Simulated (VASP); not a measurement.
# AlIn2B2As (P4mm) in VASP: single point with PBE

Aim: the single point of AlIn2B2As with PBE.

Everything below comes from runs of VASP 6.6.1. Logs are shortened: lines on timing, memory, paths and dates and some standing lists are left out, and cuts for length are marked.

## (1) The cell of the first run

Symmetry: P4mm, No. 99, tetragonal system. The conventional cell has a = 4.322 Å, b = 4.322 Å, c = 7.076 Å, α = 90.00°, β = 90.00°, γ = 90.00°. Al (site symmetry 4mm) has 4 As at 3.07 Å and 4 In at 3.15 Å and 4 B at 3.79 Å within 4.0 Å. Within 3.2 Å of In (site symmetry 2mm) lie 2 B at 2.38 Å and 4 In at 3.06 Å and 2 Al at 3.15 Å. B (site symmetry 4mm) has 1 B at 1.56 Å and 1 As at 1.92 Å within 2.1 Å. B (site symmetry 4mm) has 1 B at 1.56 Å within 2.1 Å. As (site symmetry 4mm) has 1 B at 1.92 Å within 2.5 Å.

The cell was built from a structure type or drawn by symmetry, and may not be a known phase.

## (2) Single point, PBE

Contents of INCAR:

```
PREC = Accurate ; ENCUT = 520
EDIFF = 1E-6 ; ISMEAR = 0
SIGMA = 0.2 ; LREAL = F
LASPH = T ; NELM = 80
ALGO = Normal ; ISIF = 2
LWAVE = F ; LCHARG = F
GGA = PE ; NBANDS = 29
```

Contents of KPOINTS:

```
regular mesh
0
Gamma
  4 4 3
```

Contents of POSCAR:

```
AlIn2B2As
1.0
    4.3217150503      0.0000000000      0.0000000000
    0.0000000000      4.3217150503      0.0000000000
    0.0000000000      0.0000000000      7.0764421554
Al In B As
1 2 2 1
Direct
    0.5000000000      0.5000000000      0.5391350091
    0.5000000000      0.0000000000      0.8627611908
    0.0000000000      0.5000000000      0.8627611908
    0.0000000000      0.0000000000      0.2235167660
    0.0000000000      0.0000000000      0.0028935390
    0.0000000000      0.0000000000      0.4948740943
```

Potentials or basis: VASP PAW PBE potentials, release 64 (Al, In_d, B, As).

Command:

```sh
> cat potpaw_PBE.64/Al/POTCAR potpaw_PBE.64/In_d/POTCAR potpaw_PBE.64/B/POTCAR potpaw_PBE.64/As/POTCAR > POTCAR
> mpirun -np 1 vasp_std > vasp.out
```

OUTCAR:

```text
PREC = Accurate
   ENCUT = 520
   EDIFF = 1E-6
   ISMEAR = 0
   LREAL = F
   LASPH = T
   NELM = 80
   ISIF = 2
   GGA = PE

 ion  position               nearest neighbor table
   1  0.500  0.500  0.539-   6 3.07   6 3.07   6 3.07   6 3.07   3 3.15   3 3.15   2 3.15   2 3.15

   2  0.500  0.000  0.863-   5 2.38   5 2.38   3 3.06   3 3.06   3 3.06   3 3.06   1 3.15   1 3.15
                             6 3.38   6 3.38
   3  0.000  0.500  0.863-   5 2.38   5 2.38   2 3.06   2 3.06   2 3.06   2 3.06   1 3.15   1 3.15
                             6 3.38   6 3.38
   4  0.000  0.000  0.224-   5 1.56   6 1.92
   5  0.000  0.000  0.003-   4 1.56   3 2.38   2 2.38   3 2.38   2 2.38
   6  0.000  0.000  0.495-   4 1.92   1 3.07   1 3.07   1 3.07   1 3.07   3 3.38   2 3.38   2 3.38
                             3 3.38

  LATTYP: Found a simple tetragonal cell.
 ALAT       =     4.3217150503
 C/A-ratio  =     1.6374152560

  Lattice vectors:

 A1 = (   4.3217150503,   0.0000000000,   0.0000000000)
 A2 = (   0.0000000000,   4.3217150503,   0.0000000000)
 A3 = (   0.0000000000,   0.0000000000,   7.0764421554)

Analysis of symmetry for initial positions (statically):
=====================================================================
 Subroutine PRICEL returns:
 Original cell was already a primitive cell.

 Routine SETGRP: Setting up the symmetry group for a
 simple tetragonal supercell.

 Subroutine GETGRP returns: Found  8 space group operations
 (whereof  8 operations were pure point group operations)
 out of a pool of 16 trial point group operations.

The static configuration has the point symmetry C_4v.

Analysis of symmetry for dynamics (positions and initial velocities):
=====================================================================
 Subroutine PRICEL returns:
 Original cell was already a primitive cell.

 Routine SETGRP: Setting up the symmetry group for a
 simple tetragonal supercell.

 Subroutine GETGRP returns: Found  8 space group operations
 (whereof  8 operations were pure point group operations)
 out of a pool of 16 trial point group operations.

The dynamic configuration has the point symmetry C_4v.

 Subroutine INISYM returns: Found  8 space group operations
 (whereof  8 operations are pure point group operations),
 and found     1 'primitive' translations

----------------------------------------------------------------------------------------

                                     Primitive cell

  volume of cell :     132.1683

  direct lattice vectors                    reciprocal lattice vectors
     4.321715050  0.000000000  0.000000000     0.231389619  0.000000000  0.000000000
     0.000000000  4.321715050  0.000000000     0.000000000  0.231389619  0.000000000
     0.000000000  0.000000000  7.076442155     0.000000000  0.000000000  0.141313951

  length of vectors
     4.321715050  4.321715050  7.076442155     0.231389619  0.231389619  0.141313951

  position of ions in fractional coordinates (direct lattice)
     0.500000000  0.500000000  0.539135009
     0.500000000  0.000000000  0.862761191
     0.000000000  0.500000000  0.862761191
     0.000000000  0.000000000  0.223516766
     0.000000000  0.000000000  0.002893539
     0.000000000  0.000000000  0.494874094

  ion indices of the primitive-cell ions
   primitive index   ion index
                 1           1
                 2           2
                 3           3
                 4           4
                 5           5
                 6           6

----------------------------------------------------------------------------------------

 KPOINTS: regular mesh

Automatic generation of k-mesh.
 Grid dimensions read from file:
 generate k-points for:    4    4    3

 Generating k-lattice:

  Cartesian coordinates                     Fractional coordinates (reciprocal lattice)
     0.057847405  0.000000000  0.000000000     0.250000000  0.000000000  0.000000000
     0.000000000  0.057847405  0.000000000     0.000000000  0.250000000  0.000000000
     0.000000000  0.000000000  0.047104650     0.000000000  0.000000000  0.333333333

  Length of vectors
     0.057847405  0.057847405  0.047104650

  Shift w.r.t. Gamma in fractional coordinates (k-lattice)
     0.000000000  0.000000000  0.000000000

 Subroutine IBZKPT returns following result:
 ===========================================

 Found     12 irreducible k-points:

 Following reciprocal coordinates:
            Coordinates               Weight
  0.000000  0.000000  0.000000      1.000000
  0.250000  0.000000  0.000000      4.000000
  0.500000  0.000000  0.000000      2.000000
  0.250000  0.250000  0.000000      4.000000
  0.500000  0.250000  0.000000      4.000000
  0.500000  0.500000  0.000000      1.000000
  0.000000  0.000000  0.333333      2.000000
  0.250000  0.000000  0.333333      8.000000
  0.500000  0.000000  0.333333      4.000000
  0.250000  0.250000  0.333333      8.000000
  0.500000  0.250000  0.333333      8.000000
  0.500000  0.500000  0.333333      2.000000
   k-points           NKPTS =     12   k-points in BZ     NKDIM =     12   number of bands    NBANDS=     29
   number of dos      NEDOS =    301   number of ions     NIONS =      6
   total plane-waves  NPLWV =  55296
   dimension x,y,z NGX =    32 NGY =   32 NGZ =   54
   dimension x,y,z NGXF=    64 NGYF=   64 NGZF=  108
   ions per type =               1   2   2   1
   NGX,Y,Z   is equivalent  to a cutoff of  12.31, 12.31, 12.69 a.u.
   NGXF,Y,Z  is equivalent  to a cutoff of  24.62, 24.62, 25.37 a.u.
 SYSTEM =  unknown system
   PREC   = accura    normal or accurate (medium, high low for compatibility)
   ISTART =      0    job   : 0-new  1-cont  2-samecut
   ICHARG =      2    charge: 1-file 2-atom 10-const
   ISPIN  =      1    spin polarized calculation?
   LNONCOLLINEAR =      F non collinear calculations
   LSORBIT =      F    spin-orbit coupling
   LASPH  =      T    aspherical Exc in radial PAW
   ENCUT  =  520.0 eV  38.22 Ry    6.18 a.u.   8.04  8.04 13.16*2*pi/ulx,y,z
   NELM   =     80;   NELMIN=  2; NELMDL= -5     # of ELM steps
   EDIFF  = 0.1E-05   stopping-criterion for ELM
   LREAL  =      F    real-space projection
   EDIFFG = 0.1E-04   stopping-criterion for IOM
   NSW    =      0    number of steps for IOM
   IBRION =     -1    ionic relax: 0-MD 1-quasi-New 2-CG
   NFREE  =      0    steps in history (QN), initial steepest desc. (CG)
   ISIF   =      2    stress and relaxation
   ISYM   =      2    0-nonsym 1-usesym 2-fastsym
   POTIM  = 0.5000    time-step for ionic-motion
   TEBEG  =    0.0;   TEEND  =   0.0 temperature during run
   PSTRESS=    0.0 pullay stress
   NELECT =      40.0000    total number of electrons
   NUPDOWN=      -1.0000    fix difference up-down
   EMIN   =  10.00;   EMAX   =-10.00  energy-range for DOS
   EFERMI =   0.00;   METHOD = LEGACY
   ISMEAR =     0;   SIGMA  =   0.20  broadening in eV -4-tet -1-fermi 0-gaus
   EFERMI_NEDOS =   21; number of points for ismear=-14 and -15
   IALGO  =     38    algorithm
   IMIX   =      4    mixing-type and parameters
     AMIX     =   0.40;   BMIX     =  1.00
     AMIX_MAG =   1.60;   BMIX_MAG =  1.00
  volume/ion in A,a.u.               =      22.03       148.65
  Fermi-wavevector in a.u.,A,eV,Ry     =   1.099139  2.077071 16.437273  1.208105
  Thomas-Fermi vector in A             =   2.235528
   LORBIT       =      0    0 simple, 1 ext, 2 COOP (PROOUT), +10 PAW based schemes
   GGA     = PE    functional components
   LHFCALC =     F    Hartree Fock is set to
   AEXX    =    0.0000 exact exchange contribution
   IVDW    =     0    specifies the selected vdW correction
   LEPSILON=     F    determine dielectric tensor
   LRPA    =     F    only Hartree local field effects (RPA)
 non-spin polarized calculation
 Gauss-broadening in eV      SIGMA  =   0.20
  energy-cutoff  :      520.00
  volume of cell :      132.17
 maximum number of plane-waves:      3608
   NGX = 17   NGY = 17   NGZ = 27

 number of electron      39.9999993 magnetization

 Free energy of the ion-electron system (eV)
  ---------------------------------------------------
  ext. energy  EPLUGINS =         0.00000000
  ---------------------------------------------------
  free energy    TOTEN  =       -23.11426777 eV

  energy without entropy =      -23.06629115  energy(sigma->0) =      -23.09027946

 E-fermi :   4.6510     XC(G=0):  -9.1810

 val. band max:        4.5510768507   @ k =   0.2500   0.0000   0.3333
 cond. band min:       4.7420935807   @ k =   0.5000   0.0000   0.3333
 fundamental gap:      0.1910167300
 Fermi energy:         4.6510277785

 k-point     1 :       0.0000    0.0000    0.0000
  band No.  band energies     occupation
      1     -10.5391      2.00000
      2     -10.5188      2.00000
      3     -10.3063      2.00000
      4     -10.1998      2.00000
      5     -10.1998      2.00000
      6      -9.9595      2.00000
[... 21 lines left out ...]
     28       9.7130      0.00000
     29      10.5284      0.00000

 k-point     2 :       0.2500    0.0000    0.0000
  band No.  band energies     occupation
      1     -10.4232      2.00000
      2     -10.4073      2.00000
      3     -10.2379      2.00000
      4     -10.1759      2.00000
      5     -10.1645      2.00000
      6     -10.0066      2.00000
[... 21 lines left out ...]
     28       9.1535      0.00000
     29       9.7699      0.00000

 k-point     3 :       0.5000    0.0000    0.0000
  band No.  band energies     occupation
      1     -10.2113      2.00000
      2     -10.1508      2.00000
      3     -10.1341      2.00000
      4     -10.1125      2.00000
      5     -10.1068      2.00000
      6     -10.0894      2.00000
[... 21 lines left out ...]
     28       8.6745      0.00000
     29       9.8026      0.00000

 k-point     4 :       0.2500    0.2500    0.0000
  band No.  band energies     occupation
      1     -10.4214      2.00000
      2     -10.3147      2.00000
      3     -10.2326      2.00000
      4     -10.1277      2.00000
      5     -10.0937      2.00000
      6     -10.0788      2.00000
[... 21 lines left out ...]
     28       9.7165      0.00000
     29      10.6310      0.00000

 k-point     5 :       0.5000    0.2500    0.0000
  band No.  band energies     occupation
      1     -10.2931      2.00000
      2     -10.2833      2.00000
      3     -10.2381      2.00000
      4     -10.2077      2.00000
      5     -10.1231      2.00000
      6     -10.1139      2.00000
[... 21 lines left out ...]
     28       9.8873      0.00000
     29      10.7339      0.00000

 k-point     6 :       0.5000    0.5000    0.0000
  band No.  band energies     occupation
      1     -10.3652      2.00000
      2     -10.3652      2.00000
      3     -10.2872      2.00000
      4     -10.2513      2.00000
      5     -10.0967      2.00000
      6     -10.0967      2.00000
[... 21 lines left out ...]
     28      11.5261      0.00000
     29      11.6456      0.00000

 k-point     7 :       0.0000    0.0000    0.3333
  band No.  band energies     occupation
      1     -10.5390      2.00000
      2     -10.5185      2.00000
      3     -10.3057      2.00000
      4     -10.1999      2.00000
      5     -10.1999      2.00000
      6      -9.9595      2.00000
[... 21 lines left out ...]
     28       9.0727      0.00000
     29      11.1414      0.00000

 k-point     8 :       0.2500    0.0000    0.3333
  band No.  band energies     occupation
      1     -10.4232      2.00000
      2     -10.4070      2.00000
      3     -10.2374      2.00000
      4     -10.1762      2.00000
      5     -10.1646      2.00000
      6     -10.0072      2.00000
[... 21 lines left out ...]
     28       9.3378      0.00000
     29       9.6037      0.00000

 k-point     9 :       0.5000    0.0000    0.3333
  band No.  band energies     occupation
      1     -10.2117      2.00000
      2     -10.1508      2.00000
      3     -10.1342      2.00000
      4     -10.1125      2.00000
      5     -10.1068      2.00000
      6     -10.0894      2.00000
[... 21 lines left out ...]
     28       8.4203      0.00000
     29      10.2728      0.00000

 k-point    10 :       0.2500    0.2500    0.3333
  band No.  band energies     occupation
      1     -10.4214      2.00000
      2     -10.3145      2.00000
      3     -10.2332      2.00000
      4     -10.1280      2.00000
      5     -10.0939      2.00000
      6     -10.0789      2.00000
[... 21 lines left out ...]
     28       9.7028      0.00000
     29      10.5100      0.00000

 k-point    11 :       0.5000    0.2500    0.3333
  band No.  band energies     occupation
      1     -10.2931      2.00000
      2     -10.2833      2.00000
      3     -10.2399      2.00000
      4     -10.2078      2.00000
      5     -10.1230      2.00000
      6     -10.1139      2.00000
[... 21 lines left out ...]
     28      10.0155      0.00000
     29      10.7706      0.00000

 k-point    12 :       0.5000    0.5000    0.3333
  band No.  band energies     occupation
      1     -10.3652      2.00000
      2     -10.3652      2.00000
      3     -10.2895      2.00000
      4     -10.2514      2.00000
      5     -10.0967      2.00000
      6     -10.0967      2.00000
[... 21 lines left out ...]
     28      11.6515      0.00000
     29      11.6515      0.00000

------------------------ aborting loop because EDIFF is reached ----------------------------------------

  FORCE on cell =-STRESS in cart. coord.  units (eV):
  Direction    XX          YY          ZZ          XY          YZ          ZX
  --------------------------------------------------------------------------------------
  -------------------------------------------------------------------------------------
  Total       -0.0323260     -0.0323260      0.1371659      0.0000000      0.0000000      0.0000000
  in kB       -0.3918640     -0.3918640      1.6627594      0.0000000      0.0000000      0.0000000
  external PRESSURE =       0.2930105 kB  Pullay stress =       0.0000000 kB

 VOLUME and BASIS-vectors are now :
 -----------------------------------------------------------------------------
  energy-cutoff  :      520.00
  volume of cell :      132.17
      direct lattice vectors                 reciprocal lattice vectors
     4.321715050  0.000000000  0.000000000     0.231389619  0.000000000  0.000000000
     0.000000000  4.321715050  0.000000000     0.000000000  0.231389619  0.000000000
     0.000000000  0.000000000  7.076442155     0.000000000  0.000000000  0.141313951

 POSITION                                       TOTAL-FORCE (eV/Angst)
 -----------------------------------------------------------------------------------
      2.16086      2.16086      3.81516        -0.000000      0.000000     -0.004620
      2.16086      0.00000      6.10528        -0.000000     -0.000000      0.000952
      0.00000      2.16086      6.10528        -0.000000      0.000000      0.000952
      0.00000      0.00000      1.58170        -0.000000     -0.000000     -0.076456
      0.00000      0.00000      0.02048         0.000000     -0.000000     -0.004490
      0.00000      0.00000      3.50195        -0.000000     -0.000000      0.083662
 -----------------------------------------------------------------------------------
    total drift:                                0.000000      0.000000     -0.000827

  FREE ENERGIE OF THE ION-ELECTRON SYSTEM (eV)
  ---------------------------------------------------
  free  energy   TOTEN  =       -23.1142677656 eV

  energy  without entropy=      -23.0662911509  energy(sigma->0) =      -23.09027946
```

Run time: 69 s. Hardware: 1 thread of Intel Xeon 8259CL, shared host; peak memory 0.25 GiB.

Results:

- Free energy: -23.1143 eV
- Pressure: 0.0 GPa
- Largest force: 0.084 eV/Å
- Band gap on the k mesh: zero (bands 20 and 21 overlap by 1.23 eV)

Forces on the atoms (eV/Å):
```
Al   0.000  0.000 -0.005
In   0.000  0.000  0.001
In   0.000  0.000  0.001
B    0.000  0.000 -0.076
B    0.000  0.000 -0.004
As   0.000  0.000  0.084
```

Stress tensor (GPa, compression positive):
```
-0.04  0.00  0.00
 0.00 -0.04  0.00
 0.00  0.00  0.17
```

Caveat: the k points lie up to 0.36 Å⁻¹ apart, too coarse for converged energies and pressures of a metal; spin-orbit coupling is left out, which moves the levels of the heavy elements.
